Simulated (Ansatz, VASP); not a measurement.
One calculation of Cu, two programs

File INCAR:

```
SYSTEM = Cu
PREC     = Accurate       ! precision mode
ENCUT    = 520            ! plane-wave cutoff, eV
EDIFF    = 1E-6           ! SCF threshold, eV
ISMEAR   = 0              ! smearing method
SIGMA    = 0.15           ! smearing width, eV
LREAL    = .False.        ! projectors in reciprocal space
LASPH    = .True.         ! aspherical terms in the spheres
NELM     = 80             ! most SCF steps
ALGO     = Fast           ! electronic algorithm
ISIF     = 2              ! what is computed and relaxed
LWAVE    = .False.        ! write WAVECAR
LCHARG   = .False.        ! write CHGCAR
GGA      = PE             ! functional
NBANDS   = 18             ! bands
```

File KPOINTS:

```
Automatic mesh
0
Gamma
  21 21 10
  0 0 0
```

File POSCAR:

```
Cu
1.0
    2.5672412656      0.0000000000      0.0000000000
   -1.2836206328      2.2232961536      0.0000000000
    0.0000000000      0.0000000000      4.1920560930
Cu
2
Direct
    0.2991498532      0.5982997063      0.2324668377
    0.7008501468      0.4017002937      0.7675331623
```

Input for Ansatz:

```yaml
crystal:
  lattice:
    - [2.5672412656, 0.0, 0.0]
    - [-1.2836206328, 2.2232961536, 0.0]
    - [0.0, 0.0, 4.192056093]
  atoms:
    - { symbol: Cu, position: [0.2991498532, 0.5982997063, 0.2324668377] }
    - { symbol: Cu, position: [0.7008501468, 0.4017002937, 0.7675331623] }
basis:
  ecutwfc: 520.0
kpoints:
  mp_grid: { grid: [21, 21, 10] }
hamiltonian:
  xc: pbe
  pseudopotentials: { kind: paw, azcp: { folder: soft_1 } }
scf:
  occupations: { method: gaussian, width: 0.15 }
output:
  forces: true
  stress: true
  eigenvalues: true
```

Change from the starting cell: mode 5 frozen in at -0.152 Å and mode 6 at -0.073 Å (largest displacements).

Alike in both runs: task single point; functional PBE; k mesh 21 × 21 × 10; occupations gaussian, width 0.15 eV; no spin polarisation.

|  | VASP | Ansatz |
| --- | --- | --- |
| version | VASP 6.6.1 | Ansatz 0.2.0 |
| potentials or method | VASP PAW PBE potentials, release 64 (Cu), cutoff 520 eV | scalar-relativistic, plane waves, PAW |
| valence electrons in the cell | 22 | 38 |

Ansatz gave:

```
gap on the k mesh at the Fermi level (eV)                     : none
pressure (GPa)                                                : 2.9
traceless stress, the component that is largest in VASP (GPa) : -5.94
rms of the force components (eV/Å)                            : 0.687
```

Q: Which values does VASP return?

A: gap on the k mesh at the Fermi level (eV): none; pressure (GPa): 3.4; traceless stress, the component that is largest in VASP (GPa): -5.95; rms of the force components (eV/Å): 0.692.

Atom by atom the forces differ by 0.005 eV/Å (rms over components). A gap of «none» marks a metal or a gap that the smearing closes. VASP's potentials hold 22 valence electrons a cell and Ansatz's 38, so a difference there can come from the potentials and not from the codes.
